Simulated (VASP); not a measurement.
# ZrGe4Mo (F-43m) in VASP: single point with PBE

Aim: the single point of ZrGe4Mo with PBE.

Program: VASP 6.6.1. These are calculated values, not measurements. Logs are shortened: lines on timing, memory, paths and dates and some standing lists are left out, and cuts for length are marked.

## Step 1: The cell of the first run

Symmetry: F-43m, No. 216, cubic system. The conventional cell has a = 7.494 Å, b = 7.494 Å, c = 7.494 Å, α = 90.00°, β = 90.00°, γ = 90.00°. Zr (site symmetry -43m) has 12 Ge at 3.11 Å and 4 Mo at 3.25 Å within 4.1 Å. Ge (site symmetry 3m) has 6 Ge at 2.65 Å and 3 Zr at 3.11 Å and 3 Mo at 3.11 Å within 3.5 Å. Within 4.1 Å of Mo (site symmetry -43m) lie 12 Ge at 3.11 Å and 4 Zr at 3.25 Å.

## Step 2: Single point, PBE

The input, INCAR:

```
  ALGO = Normal
  EDIFF = 1E-7
  ENCUT = 520
  GGA = PE
  ISIF = 2
  ISMEAR = 0
  LASPH = True
  LCHARG = False
  LREAL = False
  LWAVE = False
  NBANDS = 50
  NELM = 60
  PREC = Accurate
  SIGMA = 0.1
```

The input, KPOINTS:

```
k-points
0
Gamma
  4 4 4
```

The input, POSCAR:

```
ZrGe4Mo
1.0
    0.0000000000      3.7470328700      3.7470328700
    3.7470328700      0.0000000000      3.7470328700
    3.7470328700      3.7470328700      0.0000000000
Zr Ge Mo
1 4 1
Direct
    0.2500000000      0.2500000000      0.2500000000
    0.6249476700      0.1251570000      0.6249476700
    0.6249476700      0.6249476700      0.6249476700
    0.1251570000      0.6249476700      0.6249476700
    0.6249476700      0.6249476700      0.1251570000
    0.0000000000      0.0000000000      0.0000000000
```

Potentials or basis: VASP PAW PBE potentials, release 64 (Zr_sv, Ge_d, Mo_sv).

Launch:

```
cat potpaw_PBE.64/Zr_sv/POTCAR potpaw_PBE.64/Ge_d/POTCAR potpaw_PBE.64/Mo_sv/POTCAR > POTCAR
mpirun -np 1 vasp_std > vasp.out
```

OUTCAR:

```text
EDIFF = 1E-7
   ENCUT = 520
   GGA = PE
   ISIF = 2
   ISMEAR = 0
   LASPH = True
   LREAL = False
   NELM = 60
   PREC = Accurate

 ion  position               nearest neighbor table
   1  0.250  0.250  0.250-   5 3.11   5 3.11   4 3.11   2 3.11   2 3.11   4 3.11   3 3.11   3 3.11
                             3 3.11   2 3.11   4 3.11   5 3.11   6 3.25   6 3.25   6 3.25   6 3.25
   2  0.625  0.125  0.625-   3 2.65   4 2.65   5 2.65   4 2.65   5 2.65   3 2.65   1 3.11   1 3.11
                             1 3.11   6 3.11   6 3.11   6 3.11
   3  0.625  0.625  0.625-   2 2.65   4 2.65   5 2.65   4 2.65   2 2.65   5 2.65   1 3.11   1 3.11
                             1 3.11   6 3.11   6 3.11   6 3.11
   4  0.125  0.625  0.625-   2 2.65   3 2.65   5 2.65   2 2.65   5 2.65   3 2.65   1 3.11   1 3.11
                             1 3.11   6 3.11   6 3.11   6 3.11
   5  0.625  0.625  0.125-   2 2.65   3 2.65   4 2.65   2 2.65   4 2.65   3 2.65   1 3.11   1 3.11
                             1 3.11   6 3.11   6 3.11   6 3.11
   6  0.000  0.000  0.000-   2 3.11   4 3.11   5 3.11   3 3.11   3 3.11   3 3.11   4 3.11   5 3.11
                             2 3.11   5 3.11   4 3.11   2 3.11   1 3.25   1 3.25   1 3.25   1 3.25

  LATTYP: Found a face centered cubic cell.
 ALAT       =     7.4940657400

  Lattice vectors:

 A1 = (   0.0000000000,   3.7470328700,   3.7470328700)
 A2 = (   3.7470328700,   0.0000000000,   3.7470328700)
 A3 = (   3.7470328700,   3.7470328700,   0.0000000000)

Analysis of symmetry for initial positions (statically):
=====================================================================
 Subroutine PRICEL returns:
 Original cell was already a primitive cell.

 Routine SETGRP: Setting up the symmetry group for a
 face centered cubic supercell.

 Subroutine GETGRP returns: Found 24 space group operations
 (whereof 24 operations were pure point group operations)
 out of a pool of 48 trial point group operations.

The static configuration has the point symmetry T_d .

Analysis of symmetry for dynamics (positions and initial velocities):
=====================================================================
 Subroutine PRICEL returns:
 Original cell was already a primitive cell.

 Routine SETGRP: Setting up the symmetry group for a
 face centered cubic supercell.

 Subroutine GETGRP returns: Found 24 space group operations
 (whereof 24 operations were pure point group operations)
 out of a pool of 48 trial point group operations.

The dynamic configuration has the point symmetry T_d .

 Subroutine INISYM returns: Found 24 space group operations
 (whereof 24 operations are pure point group operations),
 and found     1 'primitive' translations

----------------------------------------------------------------------------------------

                                     Primitive cell

  volume of cell :     105.2186

  direct lattice vectors                    reciprocal lattice vectors
     0.000000000  3.747032870  3.747032870    -0.133438915  0.133438915  0.133438915
     3.747032870  0.000000000  3.747032870     0.133438915 -0.133438915  0.133438915
     3.747032870  3.747032870  0.000000000     0.133438915  0.133438915 -0.133438915

  length of vectors
     5.299104703  5.299104703  5.299104703     0.231122980  0.231122980  0.231122980

  position of ions in fractional coordinates (direct lattice)
     0.250000000  0.250000000  0.250000000
     0.624947670  0.125157000  0.624947670
     0.624947670  0.624947670  0.624947670
     0.125157000  0.624947670  0.624947670
     0.624947670  0.624947670  0.125157000
     0.000000000  0.000000000  0.000000000

  ion indices of the primitive-cell ions
   primitive index   ion index
                 1           1
                 2           2
                 3           3
                 4           4
                 5           5
                 6           6

----------------------------------------------------------------------------------------

 KPOINTS: k-points

Automatic generation of k-mesh.
 Grid dimensions read from file:
 generate k-points for:    4    4    4

 Generating k-lattice:

  Cartesian coordinates                     Fractional coordinates (reciprocal lattice)
    -0.033359729  0.033359729  0.033359729     0.250000000  0.000000000  0.000000000
     0.033359729 -0.033359729  0.033359729     0.000000000  0.250000000  0.000000000
     0.033359729  0.033359729 -0.033359729     0.000000000  0.000000000  0.250000000

  Length of vectors
     0.057780745  0.057780745  0.057780745

  Shift w.r.t. Gamma in fractional coordinates (k-lattice)
     0.000000000  0.000000000  0.000000000

 Subroutine IBZKPT returns following result:
 ===========================================

 Found      8 irreducible k-points:

 Following reciprocal coordinates:
            Coordinates               Weight
  0.000000  0.000000  0.000000      1.000000
  0.250000  0.000000  0.000000      8.000000
  0.500000  0.000000  0.000000      4.000000
  0.250000  0.250000  0.000000      6.000000
  0.500000  0.250000  0.000000     24.000000
 -0.250000  0.250000  0.000000     12.000000
  0.500000  0.500000  0.000000      3.000000
 -0.250000  0.500000  0.250000      6.000000
   k-points           NKPTS =      8   k-points in BZ     NKDIM =      8   number of bands    NBANDS=     50
   number of dos      NEDOS =    301   number of ions     NIONS =      6
   total plane-waves  NPLWV =  64000
   dimension x,y,z NGX =    40 NGY =   40 NGZ =   40
   dimension x,y,z NGXF=    80 NGYF=   80 NGZF=   80
   ions per type =               1   4   1
   NGX,Y,Z   is equivalent  to a cutoff of  12.55, 12.55, 12.55 a.u.
   NGXF,Y,Z  is equivalent  to a cutoff of  25.10, 25.10, 25.10 a.u.
 SYSTEM =  unknown system
   PREC   = accura    normal or accurate (medium, high low for compatibility)
   ISTART =      0    job   : 0-new  1-cont  2-samecut
   ICHARG =      2    charge: 1-file 2-atom 10-const
   ISPIN  =      1    spin polarized calculation?
   LNONCOLLINEAR =      F non collinear calculations
   LSORBIT =      F    spin-orbit coupling
   LASPH  =      T    aspherical Exc in radial PAW
   ENCUT  =  520.0 eV  38.22 Ry    6.18 a.u.   9.85  9.85  9.85*2*pi/ulx,y,z
   NELM   =     60;   NELMIN=  2; NELMDL= -5     # of ELM steps
   EDIFF  = 0.1E-06   stopping-criterion for ELM
   LREAL  =      F    real-space projection
   EDIFFG = 0.1E-05   stopping-criterion for IOM
   NSW    =      0    number of steps for IOM
   IBRION =     -1    ionic relax: 0-MD 1-quasi-New 2-CG
   NFREE  =      0    steps in history (QN), initial steepest desc. (CG)
   ISIF   =      2    stress and relaxation
   ISYM   =      2    0-nonsym 1-usesym 2-fastsym
   POTIM  = 0.5000    time-step for ionic-motion
   TEBEG  =    0.0;   TEEND  =   0.0 temperature during run
   PSTRESS=    0.0 pullay stress
   NELECT =      82.0000    total number of electrons
   NUPDOWN=      -1.0000    fix difference up-down
   EMIN   =  10.00;   EMAX   =-10.00  energy-range for DOS
   EFERMI =   0.00;   METHOD = LEGACY
   ISMEAR =     0;   SIGMA  =   0.10  broadening in eV -4-tet -1-fermi 0-gaus
   EFERMI_NEDOS =   21; number of points for ismear=-14 and -15
   IALGO  =     38    algorithm
   IMIX   =      4    mixing-type and parameters
     AMIX     =   0.40;   BMIX     =  1.00
     AMIX_MAG =   1.60;   BMIX_MAG =  1.00
  volume/ion in A,a.u.               =      17.54       118.34
  Fermi-wavevector in a.u.,A,eV,Ry     =   1.506544  2.846956 30.880819  2.269676
  Thomas-Fermi vector in A             =   2.617248
   LORBIT       =      0    0 simple, 1 ext, 2 COOP (PROOUT), +10 PAW based schemes
   GGA     = PE    functional components
   LHFCALC =     F    Hartree Fock is set to
   AEXX    =    0.0000 exact exchange contribution
   IVDW    =     0    specifies the selected vdW correction
   LEPSILON=     F    determine dielectric tensor
   LRPA    =     F    only Hartree local field effects (RPA)
 non-spin polarized calculation
 Gauss-broadening in eV      SIGMA  =   0.10
  energy-cutoff  :      520.00
  volume of cell :      105.22
 maximum number of plane-waves:      2874
   NGX = 19   NGY = 19   NGZ = 19

 number of electron      82.0000065 magnetization

 Free energy of the ion-electron system (eV)
  ---------------------------------------------------
  ext. energy  EPLUGINS =         0.00000000
  ---------------------------------------------------
  free energy    TOTEN  =       -35.05539197 eV

  energy without entropy =      -35.04292017  energy(sigma->0) =      -35.04915607

 E-fermi :   9.2576     XC(G=0): -11.9790

 val. band max:        9.2339839683   @ k =   0.0000   0.0000   0.0000
 cond. band min:       9.2829754090   @ k =   0.2500   0.2500   0.0000
 fundamental gap:      0.0489914407
 Fermi energy:         9.2575868439

 k-point     1 :       0.0000    0.0000    0.0000
  band No.  band energies     occupation
      1     -51.6432      2.00000
      2     -40.1692      2.00000
      3     -25.7248      2.00000
      4     -25.7248      2.00000
      5     -25.7248      2.00000
      6     -18.2071      2.00000
[... 42 lines left out ...]
     49      13.0529      0.00000
     50      13.0530      0.00000

 k-point     2 :       0.2500    0.0000    0.0000
  band No.  band energies     occupation
      1     -51.6433      2.00000
      2     -40.1693      2.00000
      3     -25.7251      2.00000
      4     -25.7250      2.00000
      5     -25.7250      2.00000
      6     -18.2092      2.00000
[... 42 lines left out ...]
     49      12.8527      0.00000
     50      14.0137      0.00000

 k-point     3 :       0.5000    0.0000    0.0000
  band No.  band energies     occupation
      1     -51.6433      2.00000
      2     -40.1693      2.00000
      3     -25.7255      2.00000
      4     -25.7251      2.00000
      5     -25.7251      2.00000
      6     -18.2111      2.00000
[... 254 lines left out ...]
     49      12.3824      0.00000
     50      12.5862      0.00000

 k-point     8 :      -0.2500    0.5000    0.2500
  band No.  band energies     occupation
      1     -51.6432      2.00000
      2     -40.1693      2.00000
      3     -25.7260      2.00000
      4     -25.7256      2.00000
      5     -25.7245      2.00000
      6     -18.2091      2.00000
[... 42 lines left out ...]
     49      12.0334      0.00000
     50      13.0369      0.00000

------------------------ aborting loop because EDIFF is reached ----------------------------------------

  FORCE on cell =-STRESS in cart. coord.  units (eV):
  Direction    XX          YY          ZZ          XY          YZ          ZX
  --------------------------------------------------------------------------------------
  -------------------------------------------------------------------------------------
  Total        1.5862807      1.5862807      1.5862807      0.0000000      0.0000000      0.0000000
  in kB       24.1545031     24.1545031     24.1545031      0.0000000      0.0000000      0.0000000
  external PRESSURE =      24.1545031 kB  Pullay stress =       0.0000000 kB

 VOLUME and BASIS-vectors are now :
 -----------------------------------------------------------------------------
  energy-cutoff  :      520.00
  volume of cell :      105.22
      direct lattice vectors                 reciprocal lattice vectors
     0.000000000  3.747032870  3.747032870    -0.133438915  0.133438915  0.133438915
     3.747032870  0.000000000  3.747032870     0.133438915 -0.133438915  0.133438915
     3.747032870  3.747032870  0.000000000     0.133438915  0.133438915 -0.133438915

 POSITION                                       TOTAL-FORCE (eV/Angst)
 -----------------------------------------------------------------------------------
      1.87352      1.87352      1.87352        -0.000000     -0.000000      0.000000
      2.81067      4.68340      2.81067        -0.023858      0.023858     -0.023858
      4.68340      4.68340      4.68340         0.023858      0.023858      0.023858
      4.68340      2.81067      2.81067         0.023858     -0.023858     -0.023858
      2.81067      2.81067      4.68340        -0.023858     -0.023858      0.023858
      0.00000      0.00000      0.00000        -0.000000     -0.000000      0.000000
 -----------------------------------------------------------------------------------
    total drift:                               -0.000036     -0.000036     -0.000036

  FREE ENERGIE OF THE ION-ELECTRON SYSTEM (eV)
  ---------------------------------------------------
  free  energy   TOTEN  =       -35.0553919696 eV

  energy  without entropy=      -35.0429201664  energy(sigma->0) =      -35.04915607
```

Wall time 94 s (1 thread of AMD EPYC 7R13 (Zen 3), shared host); peak memory 0.21 GiB.

Results:

```
Free energy            : -35.0554 eV
Pressure               : 2.4 GPa
Largest force          : 0.041 eV/Å
Band gap on the k mesh : zero (band 41 reaches 9.56 eV, above the bottom of band 42 at 8.64 eV)
```

Forces in eV/Å, atoms in the order of the input:
```
Zr   0.000  0.000  0.000
Ge  -0.024  0.024 -0.024
Ge   0.024  0.024  0.024
Ge   0.024 -0.024 -0.024
Ge  -0.024 -0.024  0.024
Mo   0.000  0.000  0.000
```

Caveat: the k points lie up to 0.36 Å⁻¹ apart.
